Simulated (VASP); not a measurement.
# SnSe2 (P-3m1) in VASP: a series of runs, part 2 of 2

VASP 6.6.1.

### Step 4. Single point, PBEsol

The input, INCAR:

```
  ALGO = Normal
  EDIFF = 1E-7
  ENCUT = 520
  GGA = PS
  ISIF = 2
  ISMEAR = -1
  LASPH = True
  LCHARG = True
  LELF = True
  LREAL = False
  LVHAR = True
  LWAVE = False
  NBANDS = 20
  NELM = 60
  PREC = Accurate
  SIGMA = 0.1
```

The input, KPOINTS:

```
k-points
0
Gamma
  12 12 6
```

The input, POSCAR:

```
SnSe2
1.0
    3.8189419526      0.0000000000      0.0000000000
   -1.9094709763      3.3073007465      0.0000000000
    0.0000000000      0.0000000000      6.1394653605
Sn Se
1 2
Direct
    0.0000000000      0.0000000000      0.0000000000
    0.3333333333      0.6666666667      0.2584674342
    0.6666666667      0.3333333333      0.7415325658
```

Potentials or basis: VASP PAW PBE potentials, release 64 (Sn_d, Se).

Command:

```console
> cat potpaw_PBE.64/Sn_d/POTCAR potpaw_PBE.64/Se/POTCAR > POTCAR
> mpirun -np 1 vasp_std > vasp.out
```

OUTCAR:

```text
EDIFF = 1E-7
   ENCUT = 520
   GGA = PS
   ISIF = 2
   ISMEAR = -1
   LASPH = True
   LREAL = False
   NELM = 60
   PREC = Accurate

 ion  position               nearest neighbor table
   1  0.000  0.000  0.000-   2 2.72   3 2.72   2 2.72   3 2.72   3 2.72   2 2.72
   2  0.333  0.667  0.258-   1 2.72   1 2.72   1 2.72
   3  0.667  0.333  0.742-   1 2.72   1 2.72   1 2.72

  LATTYP: Found a hexagonal cell.
 ALAT       =     3.8189419526
 C/A-ratio  =     1.6076351609

  Lattice vectors:

 A1 = (   3.8189419526,   0.0000000000,   0.0000000000)
 A2 = (  -1.9094709763,   3.3073007465,   0.0000000000)
 A3 = (   0.0000000000,   0.0000000000,   6.1394653605)

Analysis of symmetry for initial positions (statically):
=====================================================================
 Subroutine PRICEL returns:
 Original cell was already a primitive cell.

 Routine SETGRP: Setting up the symmetry group for a
 hexagonal supercell.

 Subroutine GETGRP returns: Found 12 space group operations
 (whereof 12 operations were pure point group operations)
 out of a pool of 24 trial point group operations.

The static configuration has the point symmetry D_3d.

Analysis of symmetry for dynamics (positions and initial velocities):
=====================================================================
 Subroutine PRICEL returns:
 Original cell was already a primitive cell.

 Routine SETGRP: Setting up the symmetry group for a
 hexagonal supercell.

 Subroutine GETGRP returns: Found 12 space group operations
 (whereof 12 operations were pure point group operations)
 out of a pool of 24 trial point group operations.

The dynamic configuration has the point symmetry D_3d.

 Subroutine INISYM returns: Found 12 space group operations
 (whereof 12 operations are pure point group operations),
 and found     1 'primitive' translations

----------------------------------------------------------------------------------------

                                     Primitive cell

  volume of cell :      77.5438

  direct lattice vectors                    reciprocal lattice vectors
     3.818941953  0.000000000  0.000000000     0.261852632  0.151180687  0.000000000
    -1.909470976  3.307300747  0.000000000     0.000000000  0.302361375  0.000000000
     0.000000000  0.000000000  6.139465361     0.000000000  0.000000000  0.162880632

  length of vectors
     3.818941953  3.818941953  6.139465361     0.302361375  0.302361375  0.162880632

  position of ions in fractional coordinates (direct lattice)
     0.000000000  0.000000000  0.000000000
     0.333333333  0.666666667  0.258467434
     0.666666667  0.333333333  0.741532566

  ion indices of the primitive-cell ions
   primitive index   ion index
                 1           1
                 2           2
                 3           3

----------------------------------------------------------------------------------------

 KPOINTS: k-points

Automatic generation of k-mesh.
 Grid dimensions read from file:
 generate k-points for:   12   12    6

 Generating k-lattice:

  Cartesian coordinates                     Fractional coordinates (reciprocal lattice)
     0.021821053  0.012598391  0.000000000     0.083333333  0.000000000  0.000000000
     0.000000000  0.025196781  0.000000000     0.000000000  0.083333333  0.000000000
     0.000000000  0.000000000  0.027146772     0.000000000  0.000000000  0.166666667

  Length of vectors
     0.025196781  0.025196781  0.027146772

  Shift w.r.t. Gamma in fractional coordinates (k-lattice)
     0.000000000  0.000000000  0.000000000

 Subroutine IBZKPT returns following result:
 ===========================================

 Found    100 irreducible k-points:

 Following reciprocal coordinates:
            Coordinates               Weight
  0.000000  0.000000  0.000000      1.000000
  0.083333  0.000000  0.000000      6.000000
  0.166667 -0.000000  0.000000      6.000000
  0.250000  0.000000  0.000000      6.000000
  0.333333 -0.000000  0.000000      6.000000
  0.416667  0.000000  0.000000      6.000000
[... 16 lines left out ...]
  0.166667 -0.000000  0.166667      6.000000
  0.000000  0.166667  0.166667      6.000000
 [... further k-points ...]
   k-points           NKPTS =    100   k-points in BZ     NKDIM =    100   number of bands    NBANDS=     20
   number of dos      NEDOS =    301   number of ions     NIONS =      3
   total plane-waves  NPLWV =  37632
   dimension x,y,z NGX =    28 NGY =   28 NGZ =   48
   dimension x,y,z NGXF=    56 NGYF=   56 NGZF=   96
   ions per type =               1   2
   NGX,Y,Z   is equivalent  to a cutoff of  12.19, 12.19, 13.00 a.u.
   NGXF,Y,Z  is equivalent  to a cutoff of  24.38, 24.38, 26.00 a.u.
 SYSTEM =  unknown system
   PREC   = accura    normal or accurate (medium, high low for compatibility)
   ISTART =      0    job   : 0-new  1-cont  2-samecut
   ICHARG =      2    charge: 1-file 2-atom 10-const
   ISPIN  =      1    spin polarized calculation?
   LNONCOLLINEAR =      F non collinear calculations
   LSORBIT =      F    spin-orbit coupling
   LASPH  =      T    aspherical Exc in radial PAW
   ENCUT  =  520.0 eV  38.22 Ry    6.18 a.u.   7.10  7.10 11.42*2*pi/ulx,y,z
   NELM   =     60;   NELMIN=  2; NELMDL= -5     # of ELM steps
   EDIFF  = 0.1E-06   stopping-criterion for ELM
   LREAL  =      F    real-space projection
   EDIFFG = 0.1E-05   stopping-criterion for IOM
   NSW    =      0    number of steps for IOM
   IBRION =     -1    ionic relax: 0-MD 1-quasi-New 2-CG
   NFREE  =      0    steps in history (QN), initial steepest desc. (CG)
   ISIF   =      2    stress and relaxation
   ISYM   =      2    0-nonsym 1-usesym 2-fastsym
   POTIM  = 0.5000    time-step for ionic-motion
   TEBEG  =    0.0;   TEEND  =   0.0 temperature during run
   PSTRESS=    0.0 pullay stress
   NELECT =      26.0000    total number of electrons
   NUPDOWN=      -1.0000    fix difference up-down
   EMIN   =  10.00;   EMAX   =-10.00  energy-range for DOS
   EFERMI =   0.00;   METHOD = LEGACY
   ISMEAR =    -1;   SIGMA  =   0.10  broadening in eV -4-tet -1-fermi 0-gaus
   EFERMI_NEDOS =   21; number of points for ismear=-14 and -15
   IALGO  =     38    algorithm
   IMIX   =      4    mixing-type and parameters
     AMIX     =   0.40;   BMIX     =  1.00
     AMIX_MAG =   1.60;   BMIX_MAG =  1.00
  volume/ion in A,a.u.               =      25.85       174.43
  Fermi-wavevector in a.u.,A,eV,Ry     =   1.137322  2.149227 17.599160  1.293502
  Thomas-Fermi vector in A             =   2.274027
   LORBIT       =      0    0 simple, 1 ext, 2 COOP (PROOUT), +10 PAW based schemes
   GGA     = PS    functional components
   LHFCALC =     F    Hartree Fock is set to
   AEXX    =    0.0000 exact exchange contribution
   IVDW    =     0    specifies the selected vdW correction
   LEPSILON=     F    determine dielectric tensor
   LRPA    =     F    only Hartree local field effects (RPA)
 non-spin polarized calculation
  energy-cutoff  :      520.00
  volume of cell :       77.54
 maximum number of plane-waves:      2112
   NGX = 15   NGY = 15   NGZ = 23

 number of electron      26.0000007 magnetization

 Free energy of the ion-electron system (eV)
  ---------------------------------------------------
  ext. energy  EPLUGINS =         0.00000000
  ---------------------------------------------------
  free energy    TOTEN  =       -12.98501217 eV

  energy without entropy =      -12.97977633  energy(sigma->0) =      -12.98239425

 E-fermi :   4.3918     XC(G=0):  -9.6657

 val. band max:        4.0839425700   @ k =   0.0833   0.0833   0.0000
 cond. band min:       4.5535386444   @ k =   0.0000   0.4167   0.3333
 fundamental gap:      0.4695960743
 Fermi energy:         4.3917828411

 k-point     1 :       0.0000    0.0000    0.0000
  band No.  band energies     occupation
      1     -17.1097      2.00000
      2     -17.1097      2.00000
      3     -17.0723      2.00000
      4     -17.0598      2.00000
      5     -17.0598      2.00000
      6      -9.8172      2.00000
[... 12 lines left out ...]
     19      12.9976      0.00000
     20      12.9976      0.00000
[... 507 lines left out ...]
 k-point    24 :       0.0000    0.1667    0.1667
  band No.  band energies     occupation
      1     -17.1212      2.00000
      2     -17.1004      2.00000
      3     -17.0682      2.00000
      4     -17.0628      2.00000
      5     -17.0584      2.00000
      6      -9.5040      2.00000
[... 12 lines left out ...]
     19      11.8846      0.00000
     20      12.9202      0.00000

 [... further k-points ...]

------------------------ aborting loop because EDIFF is reached ----------------------------------------

  FORCE on cell =-STRESS in cart. coord.  units (eV):
  Direction    XX          YY          ZZ          XY          YZ          ZX
  --------------------------------------------------------------------------------------
  -------------------------------------------------------------------------------------
  Total        0.0417088      0.0417088      0.0616698      0.0000000     -0.0000000     -0.0000000
  in kB        0.8617684      0.8617684      1.2741942      0.0000000     -0.0000000     -0.0000000
  external PRESSURE =       0.9992437 kB  Pullay stress =       0.0000000 kB

 VOLUME and BASIS-vectors are now :
 -----------------------------------------------------------------------------
  energy-cutoff  :      520.00
  volume of cell :       77.54
      direct lattice vectors                 reciprocal lattice vectors
     3.818941953  0.000000000  0.000000000     0.261852632  0.151180687  0.000000000
    -1.909470976  3.307300747  0.000000000     0.000000000  0.302361375  0.000000000
     0.000000000  0.000000000  6.139465361     0.000000000  0.000000000  0.162880632

 POSITION                                       TOTAL-FORCE (eV/Angst)
 -----------------------------------------------------------------------------------
      0.00000      0.00000      0.00000         0.000000      0.000000     -0.000000
     -0.00000      2.20487      1.58685        -0.000000      0.000000      0.020755
      1.90947      1.10243      4.55261         0.000000      0.000000     -0.020755
 -----------------------------------------------------------------------------------
    total drift:                               -0.000000     -0.000000      0.000000

  FREE ENERGIE OF THE ION-ELECTRON SYSTEM (eV)
  ---------------------------------------------------
  free  energy   TOTEN  =       -12.9850121692 eV

  energy  without entropy=      -12.9797763336  energy(sigma->0) =      -12.98239425
```

Wall time 55 s (1 thread of Intel Xeon 6975P-C (Granite Rapids), shared host); peak memory 0.28 GiB.

What came out:

```
Free energy            : -12.9850 eV
Pressure               : 0.1 GPa
Largest force          : 0.021 eV/Å
Band gap on the k mesh : 0.47 eV (least direct gap 0.96 eV)
```

Forces on the atoms (eV/Å):
```
Sn   0.000  0.000  0.000
Se   0.000  0.000  0.021
Se   0.000  0.000 -0.021
```

Caveat: the PAW data sets were made with another functional, which shifts forces and pressure a little; spin-orbit coupling is left out, which moves the levels of the heavy elements; this functional lacks dispersion, which binds the layers, so the pressure and a relaxed spacing across them are unreliable. A k mesh can miss the band edges.

### Step 5. The runs side by side

| task | cell | k mesh | cutoff (eV) | smearing | gap on the mesh (eV) | pressure (GPa) |
| --- | --- | --- | --- | --- | --- | --- |
| relaxation of cell and atoms | relaxed to 2 GPa from a = 3.819, b = 3.819, c = 6.139 Å, angles 90.0, 90.0, 120.0°, 3 atoms | 8 × 8 × 4 | 600 | gaussian 0.01 eV | 0.35 | 2.0 |
| relaxation of cell and atoms | relaxed to 4 GPa from a = 3.819, b = 3.819, c = 6.139 Å, angles 90.0, 90.0, 120.0°, 3 atoms | 8 × 8 × 4 | 600 | gaussian 0.01 eV | 0.19 | 4.0 |
| single point | a = 3.819, b = 3.819, c = 6.139 Å, angles 90.0, 90.0, 120.0°, 3 atoms | 12 × 12 × 6 | 520 | fermi-dirac 0.1 eV | 0.47 | 0.1 |

Alike in all rows: level PBEsol; potentials or basis VASP PAW PBE potentials, release 64 (Sn_d, Se); no spin polarisation.

Caveats: the PAW data sets were made with another functional, which shifts forces and pressure a little; spin-orbit coupling is left out, which moves the levels of the heavy elements; the cell is relaxed towards a set pressure, so the run minimises the enthalpy, not the energy (at least some runs); this functional lacks dispersion, which binds the layers, so the pressure and a relaxed spacing across them are unreliable (at least some runs).

Absolute energies hang on the potentials; compare differences alone.
